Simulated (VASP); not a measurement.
# CsCl (Pm-3m) in VASP: a series of runs

CsCl is run at these levels: PBE, r2SCAN; tasks: single point.

All numbers are computed with VASP 6.6.1; they aren't measurements. Logs are shortened: lines on timing, memory, paths and dates and some standing lists are left out, and cuts for length are marked.

### 1 The cell of the first run

It takes space group Pm-3m (No. 221, cubic). Conventional cell: a = 4.137 Å, b = 4.137 Å, c = 4.137 Å, α = 90.00°, β = 90.00°, γ = 90.00°. Cs (site symmetry m-3m) has 8 Cl at 3.58 Å and 6 Cs at 4.14 Å within 4.7 Å. Cl (site symmetry m-3m) has 8 Cs at 3.58 Å and 6 Cl at 4.14 Å within 4.7 Å.

### 2 Single point, PBE

Input file INCAR:

```
PREC = Accurate
ENCUT = 500
EDIFF = 1E-6
ISMEAR = 0
SIGMA = 0.01
LREAL = F
LASPH = T
NELM = 120
ALGO = Normal
ISIF = 2
LWAVE = F
LCHARG = T
GGA = PE
LELF = T
LVHAR = T
NBANDS = 15
GGA_COMPAT = F
```

Input file KPOINTS:

```
regular mesh
0
Gamma
  6 6 6
```

Input file POSCAR:

```
CsCl
1.0
    4.1368327316      0.0000000000      0.0000000000
    0.0000000000      4.1368327316      0.0000000000
    0.0000000000      0.0000000000      4.1368327316
Cs Cl
1 1
Direct
    0.0000000000      0.0000000000      0.0000000000
    0.5000000000      0.5000000000      0.5000000000
```

Potentials or basis: VASP PAW PBE potentials, release 64 (Cs_sv, Cl).

Launch:

```
cat potpaw_PBE.64/Cs_sv/POTCAR potpaw_PBE.64/Cl/POTCAR > POTCAR
mpirun -np 1 vasp_std > vasp.out
```

OUTCAR:

```text
PREC = Accurate
   ENCUT = 500
   EDIFF = 1E-6
   ISMEAR = 0
   LREAL = F
   LASPH = T
   NELM = 120
   ISIF = 2
   GGA = PE

 ion  position               nearest neighbor table
   1  0.000  0.000  0.000-
   2  0.500  0.500  0.500-

  LATTYP: Found a simple cubic cell.
 ALAT       =     4.1368327316

  Lattice vectors:

 A1 = (   4.1368327316,   0.0000000000,   0.0000000000)
 A2 = (   0.0000000000,   4.1368327316,   0.0000000000)
 A3 = (   0.0000000000,   0.0000000000,   4.1368327316)

Analysis of symmetry for initial positions (statically):
=====================================================================
 Subroutine PRICEL returns:
 Original cell was already a primitive cell.

 Routine SETGRP: Setting up the symmetry group for a
 simple cubic supercell.

 Subroutine GETGRP returns: Found 48 space group operations
 (whereof 48 operations were pure point group operations)
 out of a pool of 48 trial point group operations.

The static configuration has the point symmetry O_h .

Analysis of symmetry for dynamics (positions and initial velocities):
=====================================================================
 Subroutine PRICEL returns:
 Original cell was already a primitive cell.

 Routine SETGRP: Setting up the symmetry group for a
 simple cubic supercell.

 Subroutine GETGRP returns: Found 48 space group operations
 (whereof 48 operations were pure point group operations)
 out of a pool of 48 trial point group operations.

The dynamic configuration has the point symmetry O_h .

 Subroutine INISYM returns: Found 48 space group operations
 (whereof 48 operations are pure point group operations),
 and found     1 'primitive' translations

----------------------------------------------------------------------------------------

                                     Primitive cell

  volume of cell :      70.7952

  direct lattice vectors                    reciprocal lattice vectors
     4.136832732  0.000000000  0.000000000     0.241730828  0.000000000  0.000000000
     0.000000000  4.136832732  0.000000000     0.000000000  0.241730828  0.000000000
     0.000000000  0.000000000  4.136832732     0.000000000  0.000000000  0.241730828

  length of vectors
     4.136832732  4.136832732  4.136832732     0.241730828  0.241730828  0.241730828

  position of ions in fractional coordinates (direct lattice)
     0.000000000  0.000000000  0.000000000
     0.500000000  0.500000000  0.500000000

  ion indices of the primitive-cell ions
   primitive index   ion index
                 1           1
                 2           2

----------------------------------------------------------------------------------------

 KPOINTS: regular mesh

Automatic generation of k-mesh.
 Grid dimensions read from file:
 generate k-points for:    6    6    6

 Generating k-lattice:

  Cartesian coordinates                     Fractional coordinates (reciprocal lattice)
     0.040288471  0.000000000  0.000000000     0.166666667  0.000000000  0.000000000
     0.000000000  0.040288471  0.000000000     0.000000000  0.166666667  0.000000000
     0.000000000  0.000000000  0.040288471     0.000000000  0.000000000  0.166666667

  Length of vectors
     0.040288471  0.040288471  0.040288471

  Shift w.r.t. Gamma in fractional coordinates (k-lattice)
     0.000000000  0.000000000  0.000000000

 Subroutine IBZKPT returns following result:
 ===========================================

 Found     20 irreducible k-points:

 Following reciprocal coordinates:
            Coordinates               Weight
  0.000000  0.000000  0.000000      1.000000
  0.166667  0.000000  0.000000      6.000000
  0.333333  0.000000  0.000000      6.000000
  0.500000  0.000000  0.000000      3.000000
  0.166667  0.166667  0.000000     12.000000
  0.333333  0.166667  0.000000     24.000000
[... 12 lines left out ...]
  0.500000  0.500000  0.333333      6.000000
  0.500000  0.500000  0.500000      1.000000
   k-points           NKPTS =     20   k-points in BZ     NKDIM =     20   number of bands    NBANDS=     15
   number of dos      NEDOS =    301   number of ions     NIONS =      2
   total plane-waves  NPLWV =  27000
   dimension x,y,z NGX =    30 NGY =   30 NGZ =   30
   dimension x,y,z NGXF=    60 NGYF=   60 NGZF=   60
   ions per type =               1   1
   NGX,Y,Z   is equivalent  to a cutoff of  12.06, 12.06, 12.06 a.u.
   NGXF,Y,Z  is equivalent  to a cutoff of  24.11, 24.11, 24.11 a.u.
 SYSTEM =  unknown system
   PREC   = accura    normal or accurate (medium, high low for compatibility)
   ISTART =      0    job   : 0-new  1-cont  2-samecut
   ICHARG =      2    charge: 1-file 2-atom 10-const
   ISPIN  =      1    spin polarized calculation?
   LNONCOLLINEAR =      F non collinear calculations
   LSORBIT =      F    spin-orbit coupling
   LASPH  =      T    aspherical Exc in radial PAW
   ENCUT  =  500.0 eV  36.75 Ry    6.06 a.u.   7.54  7.54  7.54*2*pi/ulx,y,z
   NELM   =    120;   NELMIN=  2; NELMDL= -5     # of ELM steps
   EDIFF  = 0.1E-05   stopping-criterion for ELM
   LREAL  =      F    real-space projection
   EDIFFG = 0.1E-04   stopping-criterion for IOM
   NSW    =      0    number of steps for IOM
   IBRION =     -1    ionic relax: 0-MD 1-quasi-New 2-CG
   NFREE  =      0    steps in history (QN), initial steepest desc. (CG)
   ISIF   =      2    stress and relaxation
   ISYM   =      2    0-nonsym 1-usesym 2-fastsym
   POTIM  = 0.5000    time-step for ionic-motion
   TEBEG  =    0.0;   TEEND  =   0.0 temperature during run
   PSTRESS=    0.0 pullay stress
   NELECT =      16.0000    total number of electrons
   NUPDOWN=      -1.0000    fix difference up-down
   EMIN   =  10.00;   EMAX   =-10.00  energy-range for DOS
   EFERMI =   0.00;   METHOD = LEGACY
   ISMEAR =     0;   SIGMA  =   0.01  broadening in eV -4-tet -1-fermi 0-gaus
   EFERMI_NEDOS =   21; number of points for ismear=-14 and -15
   IALGO  =     38    algorithm
   IMIX   =      4    mixing-type and parameters
     AMIX     =   0.40;   BMIX     =  1.00
     AMIX_MAG =   1.60;   BMIX_MAG =  1.00
  volume/ion in A,a.u.               =      35.40       238.87
  Fermi-wavevector in a.u.,A,eV,Ry     =   0.997195  1.884426 13.529611  0.994398
  Thomas-Fermi vector in A             =   2.129335
   LORBIT       =      0    0 simple, 1 ext, 2 COOP (PROOUT), +10 PAW based schemes
   GGA     = PE    functional components
   LHFCALC =     F    Hartree Fock is set to
   AEXX    =    0.0000 exact exchange contribution
   IVDW    =     0    specifies the selected vdW correction
   LEPSILON=     F    determine dielectric tensor
   LRPA    =     F    only Hartree local field effects (RPA)
 non-spin polarized calculation
 Gauss-broadening in eV      SIGMA  =   0.01
  energy-cutoff  :      500.00
  volume of cell :       70.80
 maximum number of plane-waves:      1856
   NGX = 15   NGY = 15   NGZ = 15

 number of electron      15.9999998 magnetization

 Free energy of the ion-electron system (eV)
  ---------------------------------------------------
  ext. energy  EPLUGINS =         0.00000000
  ---------------------------------------------------
  free energy    TOTEN  =        -6.53119209 eV

  energy without entropy =       -6.53119209  energy(sigma->0) =       -6.53119209

 E-fermi :  -0.3008     XC(G=0):  -8.2111

 val. band max:       -0.3688485038   @ k =   0.0000   0.0000   0.0000
 cond. band min:       4.8459698716   @ k =   0.0000   0.0000   0.0000
 fundamental gap:      5.2148183754
 Fermi energy:        -0.3007969096

 k-point     1 :       0.0000    0.0000    0.0000
  band No.  band energies     occupation
      1     -19.7643      2.00000
      2     -12.5331      2.00000
      3      -6.2582      2.00000
      4      -6.2582      2.00000
      5      -6.2582      2.00000
      6      -0.3688      2.00000
      7      -0.3688      2.00000
      8      -0.3688      2.00000
      9       4.8460      0.00000
     10       5.0345      0.00000
     11       5.0345      0.00000
     12       9.6225      0.00000
     13       9.6225      0.00000
     14       9.6225      0.00000
     15      12.8004      0.00000

 k-point     2 :       0.1667    0.0000    0.0000
  band No.  band energies     occupation
      1     -19.7450      2.00000
      2     -12.5421      2.00000
      3      -6.4028      2.00000
      4      -6.2252      2.00000
      5      -6.2252      2.00000
      6      -0.7095      2.00000
      7      -0.4235      2.00000
      8      -0.4235      2.00000
      9       5.2171      0.00000
     10       5.4458      0.00000
     11       5.6946      0.00000
     12       9.4094      0.00000
     13       9.4094      0.00000
     14       9.7769      0.00000
     15      11.3752      0.00000

 k-point     3 :       0.3333    0.0000    0.0000
  band No.  band energies     occupation
      1     -19.7057      2.00000
      2     -12.5630      2.00000
      3      -6.6615      2.00000
      4      -6.1570      2.00000
      5      -6.1570      2.00000
      6      -1.2722      2.00000
      7      -0.5374      2.00000
      8      -0.5374      2.00000
      9       5.6911      0.00000
     10       6.5669      0.00000
     11       7.3617      0.00000
     12       9.1525      0.00000
     13       9.1525      0.00000
     14       9.6795      0.00000
     15      10.1600      0.00000
[... 271 lines left out ...]
 k-point    19 :       0.5000    0.5000    0.3333
  band No.  band energies     occupation
      1     -19.5713      2.00000
      2     -12.3896      2.00000
      3      -6.8389      2.00000
      4      -6.8389      2.00000
      5      -6.6069      2.00000
      6      -1.2791      2.00000
      7      -1.2791      2.00000
      8      -1.2208      2.00000
      9       7.4335      0.00000
     10       7.8951      0.00000
     11       7.8951      0.00000
     12       8.3291      0.00000
     13      10.4978      0.00000
     14      10.4978      0.00000
     15      11.9455      0.00000

 k-point    20 :       0.5000    0.5000    0.5000
  band No.  band energies     occupation
      1     -19.5554      2.00000
      2     -12.3698      2.00000
      3      -6.7779      2.00000
      4      -6.7779      2.00000
      5      -6.7779      2.00000
      6      -1.4401      2.00000
      7      -1.4401      2.00000
      8      -1.4401      2.00000
      9       8.0818      0.00000
     10       8.0818      0.00000
     11       8.0818      0.00000
     12      10.1013      0.00000
     13      10.1013      0.00000
     14      10.1013      0.00000
     15      12.0020      0.00000

------------------------ aborting loop because EDIFF is reached ----------------------------------------

  FORCE on cell =-STRESS in cart. coord.  units (eV):
  Direction    XX          YY          ZZ          XY          YZ          ZX
  --------------------------------------------------------------------------------------
  -------------------------------------------------------------------------------------
  Total        0.3662434      0.3662434      0.3662434      0.0000000      0.0000000     -0.0000000
  in kB        8.2885104      8.2885104      8.2885104      0.0000000      0.0000000     -0.0000000
  external PRESSURE =       8.2885104 kB  Pullay stress =       0.0000000 kB

 VOLUME and BASIS-vectors are now :
 -----------------------------------------------------------------------------
  energy-cutoff  :      500.00
  volume of cell :       70.80
      direct lattice vectors                 reciprocal lattice vectors
     4.136832732  0.000000000  0.000000000     0.241730828  0.000000000  0.000000000
     0.000000000  4.136832732  0.000000000     0.000000000  0.241730828  0.000000000
     0.000000000  0.000000000  4.136832732     0.000000000  0.000000000  0.241730828

 POSITION                                       TOTAL-FORCE (eV/Angst)
 -----------------------------------------------------------------------------------
      0.00000      0.00000      0.00000         0.000000      0.000000      0.000000
      2.06842      2.06842      2.06842         0.000000      0.000000      0.000000
 -----------------------------------------------------------------------------------
    total drift:                                0.000000      0.000000      0.000000

  FREE ENERGIE OF THE ION-ELECTRON SYSTEM (eV)
  ---------------------------------------------------
  free  energy   TOTEN  =        -6.5311920874 eV

  energy  without entropy=       -6.5311920874  energy(sigma->0) =       -6.53119209
```

Run time: 20 s. Hardware: 1 thread of Intel Xeon Platinum 8259CL at 2.50GHz (Skylake/Cascade Lake), shared host; peak memory 0.17 GiB.

What came out:

* Free energy: -6.5312 eV
* Pressure: 0.8 GPa
* Band gap on the k mesh: 5.21 eV, direct

Caveat: spin-orbit coupling is left out, which moves the levels of the heavy elements. A k mesh can miss the band edges.

(Part 1 of 2 ends here.)
